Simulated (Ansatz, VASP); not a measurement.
## Si2Mo: VASP and Ansatz over several settings

```
Mo Si
1.0
    -1.58926    1.58926    3.90412
     1.58926   -1.58926    3.90412
     1.58926    1.58926   -3.90412
Mo Si
1 2
Direct
  0.00000 0.00000 0.00000
  0.66700 0.66700 0.00000
  0.33300 0.33300 0.00000
```

Single points on this cell with VASP 6.6.1 and Ansatz 0.2.0. Each row is one pair of runs. Alike in all rows: spin: off; k mesh: 12 × 12 × 12; smearing: fermi-dirac, width 0.05 eV; VASP's potentials, cutoff: VASP PAW PBE potentials, release 64 (Mo_sv, Si), 520 eV.

| level | Ansatz's potentials, cutoff | gap on the k mesh at the Fermi level (eV), VASP | gap on the k mesh at the Fermi level (eV), Ansatz | pressure (GPa), VASP | pressure (GPa), Ansatz | rms of the force components (eV/Å), VASP | rms of the force components (eV/Å), Ansatz |
| --- | --- | --- | --- | --- | --- | --- | --- |
| r2SCAN | Ansatz PAW, 500 eV | none | none | 3.6 | 3.2 | 0.147 | 0.151 |
| PBE+D3(BJ) | Ansatz PAW, 420 eV | none | none | -0.4 | -0.6 | 0.115 | 0.118 |
| PBEsol+D4 | Ansatz PAW, 420 eV | none | none | -1.5 | -1.9 | 0.139 | 0.141 |
| PBE | Ansatz PAW, 420 eV | none | none | 7.0 | 6.8 | 0.114 | 0.116 |

Pressure (GPa): the two programs differ by at most 0.43; rms of the force components (eV/Å): the two programs differ by at most 0.0046.

A gap of «none» marks a metal or a gap that the smearing closes.
